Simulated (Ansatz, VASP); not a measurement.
Mn: VASP beside Ansatz

POSCAR

```
Mn
1.0
   -1.4334280401      1.4334280401      1.4334280401
    1.4334280401     -1.4334280401      1.4334280401
    1.4334280401      1.4334280401     -1.4334280401
Mn
1
Direct
    0.0000000000      0.0000000000      0.0000000000
```

The input INCAR.step1:

```
SYSTEM = Mn
  PREC = Accurate
  ENCUT = 520
  ISMEAR = -1
  SIGMA = 0.1
  LREAL = .False.
  LASPH = .True.
  NELM = 60
  NBANDS = 12
  GGA = PE
  ALGO = Normal
  EDIFF = 1E-4
  LWAVE = .True.
  LCHARG = .False.
```

INCAR.step2

```
SYSTEM = Mn
  PREC = Accurate
  ENCUT = 520
  EDIFF = 1E-7
  ISMEAR = -1
  SIGMA = 0.1
  LREAL = .False.
  LASPH = .True.
  NELM = 60
  ALGO = Normal
  ISIF = 2
  LWAVE = .False.
  LCHARG = .False.
  METAGGA = R2SCAN
  LMIXTAU = .True.
  NBANDS = 12
  ISTART = 1
```

The input KPOINTS:

```
Automatic mesh
0
Gamma
  18 18 18
  0 0 0
```

Input for Ansatz:

```yaml
crystal:
  lattice:
    - [-1.4334280401, 1.4334280401, 1.4334280401]
    - [1.4334280401, -1.4334280401, 1.4334280401]
    - [1.4334280401, 1.4334280401, -1.4334280401]
  atoms:
    - { symbol: Mn, position: [0.0, 0.0, 0.0] }
hamiltonian:
  xc: r2scan
  pseudopotentials:
    kind: paw
    azcp:
      Mn: "pseudopotentials/Mn.paw.azcp"
basis:
  ecutwfc: 500
  fft_grid_basis: typed
kpoints:
  mp_grid: { grid: [18, 18, 18], shift: [0, 0, 0] }
magnetization:
  spin_polarized: false
scf:
  occupations: { method: fermi_dirac, width: 0.1 }
  lower_state_search: "off"
output:
  stress: true
```

Alike in both runs: task single point; functional r2SCAN; k mesh 18 × 18 × 18; occupations fermi-dirac, width 0.1 eV; no spin polarisation.

```csv
,VASP,Ansatz
version,VASP 6.6.1,Ansatz 0.2.0
potentials or method,"VASP PAW PBE potentials, release 64 (Mn_pv), cutoff 520 eV","plane waves (500 eV) with PAW, scalar-relativistic"
valence electrons in the cell,13,15
```

Ansatz gave:

| Property | Result |
| --- | --- |
| pressure (GPa) | -26.7 |

Task: What did VASP give for the same quantities?

Result: Pressure (GPa): -26.6.

VASP's potentials were made for PBE, not for r2SCAN. With one functional, cell and mesh, what is left measures potentials, basis and numerics. VASP's potentials hold 13 valence electrons a cell and Ansatz's 15, so a difference there can come from the potentials and not from the codes.
